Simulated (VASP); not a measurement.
**CsRuO4: single point with PBE**

Crystal: CsRuO4.

```
CELL_PARAMETERS angstrom
0.00000 3.70963 3.70963
3.70963 0.00000 3.70963
3.70963 3.70963 0.00000
ATOMIC_POSITIONS crystal
Cs 0.50000 0.50000 0.50000
Ru 0.00000 0.00000 0.00000
O 0.12700 0.12700 0.12700
O 0.61900 0.12700 0.12700
O 0.12700 0.12700 0.61900
O 0.12700 0.61900 0.12700
```

| Quantity | Value |
| --- | --- |
| Program | VASP 6.6.1 |
| Task | single point |
| Functional | PBE |
| Potentials or basis | VASP PAW PBE potentials, release 64 (Cs_sv, Ru_pv, O) |
| Cutoff | 520 eV |
| k mesh | 4 × 4 × 4 |
| Occupations | gaussian, width 0.0439 eV |
| Spin | no spin polarisation |

The pressure is 30.3 GPa and the largest force is 5.874 eV/Å.

Forces in eV/Å, atoms in the order of the input:
```
Cs   0.000  0.000  0.000
Ru   0.000  0.000  0.000
O    3.392  3.392  3.392
O    3.392 -3.392 -3.392
O   -3.392 -3.392  3.392
O   -3.392  3.392 -3.392
```

Levels at points of the mesh, in eV from the Fermi level:
```
           k point  band 20  band 21  band 22  band 23  band 24  band 25  band 26  band 27
(0.00, 0.00, 0.00)    -5.06    -3.61    -3.61    -3.61    -0.25    -0.25     1.99     2.97
(0.50, 0.00, 0.00)    -4.40    -4.40    -4.29    -3.60     0.29     0.29     1.71     2.85
(0.50, 0.50, 0.00)    -4.22    -4.22    -3.84    -3.84    -0.19     0.54     1.87     2.60
```

Wall time 46 s on 1 thread of Intel Xeon 6975P-C, on a shared host, peak memory 0.25 GiB.

Caveat: the k points lie up to 0.37 Å⁻¹ apart; spin-orbit coupling is left out, which moves the levels of the heavy elements; an odd number of electrons without spin polarisation forces a metal; a magnetic or distorted state may lie lower.
